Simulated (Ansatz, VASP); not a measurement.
One calculation of SrCl2, two programs

INCAR

```
PREC     = Accurate       # precision mode
ENCUT    = 520            # plane-wave cutoff, eV
EDIFF    = 1E-6           # SCF threshold, eV
ISMEAR   = 0              # smearing method
SIGMA    = 0.05           # smearing width, eV
LREAL    = False          # projectors in reciprocal space
LASPH    = True           # aspherical terms in the spheres
NELM     = 80             # most SCF steps
ALGO     = Normal         # electronic algorithm
ISIF     = 2              # what is computed and relaxed
LWAVE    = False          # write WAVECAR
LCHARG   = False          # write CHGCAR
GGA      = PE             # functional
NBANDS   = 19             # bands
```

KPOINTS

```
regular mesh
0
Gamma
  8 8 8
```

Contents of POSCAR:

```
SrCl2
1.0
    0.0000000000      3.6342515217      3.6342515217
    3.6342515217      0.0000000000      3.6342515217
    3.6342515217      3.6342515217      0.0000000000
Sr Cl
1 2
Direct
    0.0000000000      0.0000000000      0.0000000000
    0.2500000000      0.2500000000      0.2500000000
    0.7500000000      0.7500000000      0.7500000000
```

Input for Ansatz:

```yaml
crystal:
  lattice:
    - [0.0, 3.6342515217, 3.6342515217]
    - [3.6342515217, 0.0, 3.6342515217]
    - [3.6342515217, 3.6342515217, 0.0]
  atoms:
    - { symbol: Sr, position: [0.0, 0.0, 0.0] }
    - { symbol: Cl, position: [0.25, 0.25, 0.25] }
    - { symbol: Cl, position: [0.75, 0.75, 0.75] }
basis:
  ecutwfc: 420
  ecutrho_ratio: 4
kpoints:
  mp_grid: { grid: [8, 8, 8] }
hamiltonian:
  xc: pbe
scf:
  occupations: { method: gaussian, width: 0.05 }
output:
  forces: true
  stress: true
  eigenvalues: true
```

Alike in both runs: task single point; functional PBE; k mesh 8 × 8 × 8; occupations gaussian, width 0.05 eV; no spin polarisation.

|  | VASP | Ansatz |
| --- | --- | --- |
| version | VASP 6.6.1 | Ansatz 0.2.0 |
| potentials or method | VASP PAW PBE potentials, release 64 (Sr_sv, Cl), cutoff 520 eV | scalar-relativistic, plane waves, PAW |
| valence electrons in the cell | 24 | 24 |

```tsv
	VASP	Ansatz	Ansatz less VASP
gap on the k mesh at the Fermi level (eV)	4.88	4.88	+0.002
least direct gap on the mesh (eV)	5.17	5.17	0.000
pressure (GPa)	-2.6	-2.6	-0.04
```
